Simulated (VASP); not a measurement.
# AlN (P6_3mc) in VASP: a series of runs

Runs on AlN. Level: r2SCAN. Tasks: relaxation of cell and atoms.

All numbers are computed with VASP 6.6.1; they aren't measurements. Logs are shortened: lines on timing, memory, paths and dates and some standing lists are left out, and cuts for length are marked.

## Step 1: The cell of the first run

It takes space group P6_3mc (No. 186, hexagonal). The conventional cell has a = 3.107 Å, b = 3.107 Å, c = 4.979 Å, α = 90.00°, β = 90.00°, γ = 120.00°. Within 2.5 Å of Al (site symmetry 3m) lie 4 N at 1.89 to 1.90 Å. Within 2.5 Å of N (site symmetry 3m) lie 4 Al at 1.89 to 1.90 Å.

## Step 2: Relaxation of cell and atoms, r2SCAN, target pressure 1 GPa, at which the enthalpy is minimised

Input file POSCAR:

```
AlN
1.0
    3.1066951923      0.0000000000      0.0000000000
   -1.5533475961      2.6904769583      0.0000000000
    0.0000000000      0.0000000000      4.9785197784
Al N
2 2
Direct
    0.3333333333      0.6666666667     -0.0008019236
    0.6666666667      0.3333333333      0.4991980764
    0.3333333333      0.6666666667      0.3808019236
    0.6666666667      0.3333333333      0.8808019236
```

Input file INCAR.step1:

```
ALGO = Normal ; EDIFF = 1E-4
ENCUT = 600 ; GGA = PE
ISMEAR = 0 ; LASPH = T
LCHARG = F ; LREAL = F
LWAVE = T ; NELM = 60
PREC = Accurate ; SIGMA = 0.01
```

Input file INCAR.step2:

```
ALGO = Normal ; EDIFF = 1E-6
EDIFFG = -0.002 ; ENCUT = 600
IBRION = 2 ; ISIF = 3
ISMEAR = 0 ; ISTART = 1
LASPH = T ; LCHARG = F
LMIXTAU = T ; LREAL = F
LWAVE = F ; METAGGA = R2SCAN
NELM = 60 ; NSW = 100
PREC = Accurate ; PSTRESS = 10.0
SIGMA = 0.01
```

Input file KPOINTS:

```
k-points
0
Gamma
  8 8 6
```

Potentials or basis: VASP PAW PBE potentials, release 64 (Al, N).

Command:

```
$ cat potpaw_PBE.64/Al/POTCAR potpaw_PBE.64/N/POTCAR > POTCAR
$ cp INCAR.step1 INCAR
$ mpirun -np 1 vasp_std > vasp.out
$ cp INCAR.step2 INCAR
$ mpirun -np 1 vasp_std > vasp.out
```

OUTCAR:

```text
EDIFF = 1E-6
   EDIFFG = -0.002
   ENCUT = 600
   IBRION = 2
   ISIF = 3
   ISMEAR = 0
   ISTART = 1
   LASPH = T
   LREAL = F
   METAGGA = R2SCAN
   NELM = 60
   NSW = 100
   PREC = Accurate
   PSTRESS = 10.0

 ion  position               nearest neighbor table
   1  0.333  0.667  0.999-   4 1.89   4 1.89   4 1.89   3 1.90   2 3.07   2 3.07   2 3.07   2 3.07
                             2 3.07   2 3.07
   2  0.667  0.333  0.499-   3 1.89   3 1.89   3 1.89   4 1.90   1 3.07   1 3.07   1 3.07   1 3.07
                             1 3.07   1 3.07
   3  0.333  0.667  0.381-   2 1.89   2 1.89   2 1.89   1 1.90
   4  0.667  0.333  0.881-   1 1.89   1 1.89   1 1.89   2 1.90

  LATTYP: Found a hexagonal cell.
 ALAT       =     3.1066951923
 C/A-ratio  =     1.6025131113

  Lattice vectors:

 A1 = (   3.1066951923,   0.0000000000,   0.0000000000)
 A2 = (  -1.5533475961,   2.6904769583,   0.0000000000)
 A3 = (   0.0000000000,   0.0000000000,   4.9785197784)

Analysis of symmetry for initial positions (statically):
=====================================================================
 Subroutine PRICEL returns:
 Original cell was already a primitive cell.

 Routine SETGRP: Setting up the symmetry group for a
 hexagonal supercell.

 Subroutine GETGRP returns: Found 12 space group operations
 (whereof  6 operations were pure point group operations)
 out of a pool of 24 trial point group operations.

The static configuration has the point symmetry C_3v.
 The point group associated with its full space group is C_6v.

Analysis of symmetry for dynamics (positions and initial velocities):
=====================================================================
 Subroutine PRICEL returns:
 Original cell was already a primitive cell.

 Routine SETGRP: Setting up the symmetry group for a
 hexagonal supercell.

 Subroutine GETGRP returns: Found 12 space group operations
 (whereof  6 operations were pure point group operations)
 out of a pool of 24 trial point group operations.

The dynamic configuration has the point symmetry C_3v.
 The point group associated with its full space group is C_6v.

 Subroutine INISYM returns: Found 12 space group operations
 (whereof  6 operations are pure point group operations),
 and found     1 'primitive' translations

----------------------------------------------------------------------------------------

                                     Primitive cell

  volume of cell :      41.6129

  direct lattice vectors                    reciprocal lattice vectors
     3.106695192  0.000000000  0.000000000     0.321885456  0.185840655  0.000000000
    -1.553347596  2.690476958  0.000000000     0.000000000  0.371681310  0.000000000
     0.000000000  0.000000000  4.978519778     0.000000000  0.000000000  0.200862916

  length of vectors
     3.106695192  3.106695192  4.978519778     0.371681310  0.371681310  0.200862916

  position of ions in fractional coordinates (direct lattice)
     0.333333333  0.666666667  0.999198076
     0.666666667  0.333333333  0.499198076
     0.333333333  0.666666667  0.380801924
     0.666666667  0.333333333  0.880801924

  ion indices of the primitive-cell ions
   primitive index   ion index
                 1           1
                 2           2
                 3           3
                 4           4

----------------------------------------------------------------------------------------

 KPOINTS: k-points

Automatic generation of k-mesh.
 Grid dimensions read from file:
 generate k-points for:    8    8    6

 Generating k-lattice:

  Cartesian coordinates                     Fractional coordinates (reciprocal lattice)
     0.040235682  0.023230082  0.000000000     0.125000000  0.000000000  0.000000000
     0.000000000  0.046460164  0.000000000     0.000000000  0.125000000  0.000000000
     0.000000000  0.000000000  0.033477153     0.000000000  0.000000000  0.166666667

  Length of vectors
     0.046460164  0.046460164  0.033477153

  Shift w.r.t. Gamma in fractional coordinates (k-lattice)
     0.000000000  0.000000000  0.000000000

 Subroutine IBZKPT returns following result:
 ===========================================

 Found     40 irreducible k-points:

 Following reciprocal coordinates:
            Coordinates               Weight
  0.000000  0.000000  0.000000      1.000000
  0.125000 -0.000000  0.000000      6.000000
  0.250000 -0.000000  0.000000      6.000000
  0.375000 -0.000000  0.000000      6.000000
  0.500000 -0.000000  0.000000      3.000000
  0.125000  0.125000  0.000000      6.000000
[... 16 lines left out ...]
  0.250000 -0.000000  0.333333     12.000000
  0.375000 -0.000000  0.333333     12.000000
 [... further k-points ...]
   k-points           NKPTS =     40   k-points in BZ     NKDIM =     40   number of bands    NBANDS=     12
   number of dos      NEDOS =    301   number of ions     NIONS =      4
   total plane-waves  NPLWV =  31360
   dimension x,y,z NGX =    28 NGY =   28 NGZ =   40
   dimension x,y,z NGXF=    56 NGYF=   56 NGZF=   80
   ions per type =               2   2
   NGX,Y,Z   is equivalent  to a cutoff of  14.98, 14.98, 13.36 a.u.
   NGXF,Y,Z  is equivalent  to a cutoff of  29.97, 29.97, 26.71 a.u.
 SYSTEM =  unknown system
   PREC   = accura    normal or accurate (medium, high low for compatibility)
   ISTART =      1    job   : 0-new  1-cont  2-samecut
   ICHARG =      0    charge: 1-file 2-atom 10-const
   ISPIN  =      1    spin polarized calculation?
   LNONCOLLINEAR =      F non collinear calculations
   LSORBIT =      F    spin-orbit coupling
   LASPH  =      T    aspherical Exc in radial PAW
   ENCUT  =  600.0 eV  44.10 Ry    6.64 a.u.   6.20  6.20  9.94*2*pi/ulx,y,z
   NELM   =     60;   NELMIN=  2; NELMDL=  0     # of ELM steps
   EDIFF  = 0.1E-05   stopping-criterion for ELM
   LREAL  =      F    real-space projection
   EDIFFG = -.2E-02   stopping-criterion for IOM
   NSW    =    100    number of steps for IOM
   IBRION =      2    ionic relax: 0-MD 1-quasi-New 2-CG
   NFREE  =      1    steps in history (QN), initial steepest desc. (CG)
   ISIF   =      3    stress and relaxation
   ISYM   =      2    0-nonsym 1-usesym 2-fastsym
   POTIM  = 0.5000    time-step for ionic-motion
   TEBEG  =    0.0;   TEEND  =   0.0 temperature during run
   PSTRESS=   10.0 pullay stress
   NELECT =      16.0000    total number of electrons
   NUPDOWN=      -1.0000    fix difference up-down
   EMIN   =  10.00;   EMAX   =-10.00  energy-range for DOS
   EFERMI =   0.00;   METHOD = LEGACY
   ISMEAR =     0;   SIGMA  =   0.01  broadening in eV -4-tet -1-fermi 0-gaus
   EFERMI_NEDOS =   21; number of points for ismear=-14 and -15
   IALGO  =     38    algorithm
   IMIX   =      4    mixing-type and parameters
     AMIX     =   0.40;   BMIX     =  1.00
     AMIX_MAG =   1.60;   BMIX_MAG =  1.00
  volume/ion in A,a.u.               =      10.40        70.20
  Fermi-wavevector in a.u.,A,eV,Ry     =   1.190434  2.249595 19.281277  1.417134
  Thomas-Fermi vector in A             =   2.326519
   LORBIT       =      0    0 simple, 1 ext, 2 COOP (PROOUT), +10 PAW based schemes
   METAGGA = R2SCAN    functional components
   LHFCALC =     F    Hartree Fock is set to
   AEXX    =    0.0000 exact exchange contribution
   IVDW    =     0    specifies the selected vdW correction
   LEPSILON=     F    determine dielectric tensor
   LRPA    =     F    only Hartree local field effects (RPA)
 conjugate gradient relaxation of ions
 non-spin polarized calculation
 Gauss-broadening in eV      SIGMA  =   0.01
  energy-cutoff  :      600.00
  volume of cell :       41.61
 maximum number of plane-waves:      1412
 NGX is ok and might be reduce to    28
   NGX = 13   NGY = 13   NGZ = 19

--------------------------------------- Ionic step        1  -------------------------------------------

 number of electron      15.9999999 magnetization

 Free energy of the ion-electron system (eV)
  ---------------------------------------------------
  ext. energy  EPLUGINS =         0.00000000
  ---------------------------------------------------
  free energy    TOTEN  =       -38.45575954 eV

  energy without entropy =      -38.45575954  energy(sigma->0) =      -38.45575954

------------------------ aborting loop because EDIFF is reached ----------------------------------------

  FORCE on cell =-STRESS in cart. coord.  units (eV):
  Direction    XX          YY          ZZ          XY          YZ          ZX
  --------------------------------------------------------------------------------------
  -------------------------------------------------------------------------------------
  Total       -0.0830199     -0.0830199     -0.0770360     -0.0000000      0.0000000      0.0000000
  in kB       -3.1964262     -3.1964262     -2.9660346     -0.0000000      0.0000000      0.0000000
  external PRESSURE =     -13.1196290 kB  Pullay stress =      10.0000000 kB
[... 99 lines left out ...]
  FREE ENERGIE OF THE ION-ELECTRON SYSTEM (eV)
  ---------------------------------------------------
  free  energy   TOTEN  =       -38.4552347249 eV

  energy  without entropy=      -38.4552347249  energy(sigma->0) =      -38.45523472

  enthalpy is  TOTEN    =       -38.1970248383 eV   P V=        0.2582098865

[... ionic steps 4 to 8 ...]

--------------------------------------- Ionic step        9  -------------------------------------------

 number of electron      15.9999999 magnetization

------------------------ aborting loop because EDIFF is reached ----------------------------------------

  FORCE on cell =-STRESS in cart. coord.  units (eV):
  Direction    XX          YY          ZZ          XY          YZ          ZX
  --------------------------------------------------------------------------------------
  -------------------------------------------------------------------------------------
  Total        0.2547292      0.2547292      0.2649409      0.0000000     -0.0000000      0.0000000
  in kB        9.8683543      9.8683543     10.2639595      0.0000000     -0.0000000      0.0000000
  external PRESSURE =       0.0002227 kB  Pullay stress =      10.0000000 kB
[... 65 lines left out ...]
  enthalpy is  TOTEN    =       -38.1970299122 eV   P V=        0.2581250051

--------------------------------------- Ionic step       11  -------------------------------------------

 number of electron      15.9999999 magnetization

 Free energy of the ion-electron system (eV)
  ---------------------------------------------------
  ext. energy  EPLUGINS =         0.00000000
  ---------------------------------------------------
  free energy    TOTEN  =       -38.45515587 eV

  energy without entropy =      -38.45515587  energy(sigma->0) =      -38.45515587

 E-fermi :   6.0859     XC(G=0): -11.4447

 val. band max:        5.9808776189   @ k =   0.0000   0.0000   0.0000
 cond. band min:      10.9551991993   @ k =   0.0000   0.0000   0.0000
 fundamental gap:      4.9743215805
 Fermi energy:         6.0858766234

 k-point     1 :       0.0000    0.0000    0.0000
  band No.  band energies     occupation
      1     -10.0416      2.00000
      2      -7.8988      2.00000
      3      -0.1187      2.00000
      4       5.0870      2.00000
      5       5.0870      2.00000
      6       5.7502      2.00000
      7       5.7502      2.00000
      8       5.9809      2.00000
      9      10.9552      0.00000
     10      13.5700      0.00000
     11      17.6487      0.00000
     12      18.0637      0.00000
[... 331 lines left out ...]
 k-point    24 :       0.3750   -0.0000    0.3333
  band No.  band energies     occupation
      1      -8.2615      2.00000
      2      -7.6630      2.00000
      3       0.6101      2.00000
      4       1.2577      2.00000
      5       3.5133      2.00000
      6       4.2699      2.00000
      7       4.9500      2.00000
      8       4.9976      2.00000
      9      12.0253      0.00000
     10      12.9276      0.00000
     11      15.9449      0.00000
     12      16.9217      0.00000

 [... further k-points ...]

------------------------ aborting loop because EDIFF is reached ----------------------------------------

  FORCE on cell =-STRESS in cart. coord.  units (eV):
  Direction    XX          YY          ZZ          XY          YZ          ZX
  --------------------------------------------------------------------------------------
  -------------------------------------------------------------------------------------
  Total        0.2575324      0.2575324      0.2599589      0.0000000      0.0000000      0.0000000
  in kB        9.9769950      9.9769950     10.0709997      0.0000000      0.0000000      0.0000000
  external PRESSURE =       0.0083299 kB  Pullay stress =      10.0000000 kB
[... 19 lines left out ...]
  FREE ENERGIE OF THE ION-ELECTRON SYSTEM (eV)
  ---------------------------------------------------
  free  energy   TOTEN  =       -38.4551558693 eV

  energy  without entropy=      -38.4551558693  energy(sigma->0) =      -38.45515587

  enthalpy is  TOTEN    =       -38.1970296519 eV   P V=        0.2581262174

 reached required accuracy - stopping structural energy minimisation
```

Run time: 4.7 min. Hardware: 1 thread of Intel Xeon 6975P-C (Granite Rapids), shared host; peak memory 0.19 GiB.

Results:

```yaml
Free_energy: -38.4552 eV
Relaxed_volume: 10.34 Å³/atom
Relaxed_cell: a = 3.101 Å, b = 3.101 Å, c = 4.967 Å, α = 90.00°, β = 90.00°, γ = 120.00°
Space_group_after_relaxing_to_0.05_Å: P6_3mc (No. 186)
Energy_change_on_relaxing_the_enthalpy_is_what_falls: +0.2 meV/atom
Ionic_steps: 11
Pressure_after_relaxing: 1.0 GPa
Band_gap_on_the_k_mesh: 4.97 eV, direct
```

Step by step:
| step | energy change (eV) | largest force (eV/Å) | pressure (GPa) | volume (Å³) |
| --- | --- | --- | --- | --- |
| 1 | 0.0000 | 0.0026 | -0.31 | 41.61 |
| 2 | 0.0033 | 0.0033 | 2.36 | 41.10 |
| 3 | 0.0005 | 0.0029 | 0.94 | 41.37 |
| 4 | 0.0006 | 0.0029 | 1.00 | 41.36 |
| 5 | 0.0006 | 0.0030 | 1.00 | 41.36 |
| 6 | 0.0006 | 0.0030 | 1.00 | 41.36 |
| 7 | 0.0006 | 0.0033 | 1.00 | 41.36 |
| 8 | 0.0006 | 0.0033 | 1.00 | 41.36 |
| 9 | 0.0006 | 0.0032 | 1.00 | 41.36 |
| 10 | 0.0006 | 0.0033 | 1.00 | 41.36 |
| 11 | 0.0006 | 0.0007 | 1.00 | 41.36 |

Final structure:
```
Al N
1.0
     3.10075    0.00000    0.00000
    -1.55038    2.68533    0.00000
     0.00000    0.00000    4.96681
Al N
2 2
Cartesian
  0.0000 1.7902 4.9624
  1.5504 0.8951 2.4790
  0.0000 1.7902 1.8917
  1.5504 0.8951 4.3751
```

Levels at points of the mesh, in eV from the valence-band top:
```
           k point  band 5  band 6  band 7  band 8  band 9  band 10  band 11  band 12
(0.00, 0.00, 0.00)   -0.89   -0.23   -0.23    0.00    4.97     7.59    11.67    12.08
(0.50, 0.00, 0.00)   -3.41   -2.15   -1.78   -0.71    6.46     6.58     9.10    11.30
(0.00, 0.00, 0.50)   -0.57   -0.57   -0.57   -0.57    7.31     7.31    11.37    11.37
(0.50, 0.00, 0.50)   -1.51   -1.51   -1.40   -1.40    6.02     6.02    10.18    10.18
```

Caveat: the cell is relaxed towards a set pressure, so the enthalpy falls and the energy may rise; the PAW data sets were made with another functional, which shifts forces and pressure a little. A k mesh can miss the band edges.

## Step 3: Relaxation of cell and atoms, r2SCAN, target pressure 2 GPa, at which the enthalpy is minimised

POSCAR is that of step 2.

Input file INCAR.step1:

```
SYSTEM = AlN
ALGO = Normal ; EDIFF = 1E-4
ENCUT = 600 ; GGA = PE
ISMEAR = 0 ; LASPH = .True.
LCHARG = .False. ; LREAL = .False.
LWAVE = .True. ; NELM = 80
PREC = Accurate ; SIGMA = 0.01
```

Input file INCAR.step2:

```
SYSTEM = AlN
ALGO = Normal ; EDIFF = 1E-6
EDIFFG = -0.002 ; ENCUT = 600
IBRION = 2 ; ISIF = 3
ISMEAR = 0 ; ISTART = 1
LASPH = .True. ; LCHARG = .False.
LMIXTAU = .True. ; LREAL = .False.
LWAVE = .False. ; METAGGA = R2SCAN
NELM = 80 ; NSW = 100
PREC = Accurate ; PSTRESS = 20.0
SIGMA = 0.01
```

Input file KPOINTS:

```
k-points
0
Gamma
  8 8 6
  0 0 0
```

Potentials or basis: VASP PAW PBE potentials, release 64 (Al, N).

Command:

```
$ cat potpaw_PBE.64/Al/POTCAR potpaw_PBE.64/N/POTCAR > POTCAR
$ cp INCAR.step1 INCAR
$ mpirun -np 1 vasp_std > vasp.out
$ cp INCAR.step2 INCAR
$ mpirun -np 1 vasp_std > vasp.out
```

It took 4.3 min on 1 thread of Intel Xeon 6975P-C (Granite Rapids), shared host; peak memory 0.19 GiB.

Results (log left out):

```
Free energy                                            : -38.4533 eV
Relaxed volume                                         : 10.29 Å³/atom
Relaxed cell                                           : a = 3.096 Å, b = 3.096 Å, c = 4.958 Å, α = 90.00°, β = 90.00°, γ = 120.00°
Space group after relaxing (to 0.05 Å)                 : P6_3mc (No. 186)
Energy change on relaxing (the enthalpy is what falls) : +0.6 meV/atom
Ionic steps                                            : 8
Pressure after relaxing                                : 2.0 GPa
Band gap on the k mesh                                 : 5.02 eV, direct
```

The path:
```
step  energy change (eV)  largest force (eV/Å)  pressure (GPa)  volume (Å³)
   1              0.0000                0.0026           -0.31        41.61
   2              0.0117                0.0072            4.49        40.72
   3              0.0023                0.0047            1.93        41.18
   4              0.0024                0.0048            2.00        41.17
   5              0.0025                0.0049            2.05        41.16
   6              0.0023                0.0052            1.96        41.18
   7              0.0023                0.0051            1.95        41.18
   8              0.0024                0.0000            2.00        41.17
```

Final structure:
```
Al N
1.0
     3.09624    0.00000    0.00000
    -1.54812    2.68142    0.00000
     0.00000    0.00000    4.95836
Al N
2 2
Cartesian
  0.0000 1.7876 4.9538
  1.5481 0.8938 2.4746
  0.0000 1.7876 1.8887
  1.5481 0.8938 4.3679
```

Levels at points of the mesh, in eV from the valence-band top:
```csv
k point,band 5,band 6,band 7,band 8,band 9,band 10,band 11,band 12
"(0.00, 0.00, 0.00)",-0.90,-0.23,-0.23,0.00,5.02,7.63,11.71,12.11
"(0.50, 0.00, 0.00)",-3.42,-2.16,-1.79,-0.72,6.48,6.60,9.14,11.33
"(0.00, 0.00, 0.50)",-0.58,-0.58,-0.58,-0.58,7.35,7.35,11.41,11.41
"(0.50, 0.00, 0.50)",-1.52,-1.52,-1.40,-1.40,6.04,6.04,10.21,10.21
```

Caveat: the cell is relaxed towards a set pressure, so the enthalpy falls and the energy may rise; the PAW data sets were made with another functional, which shifts forces and pressure a little. A k mesh can miss the band edges.
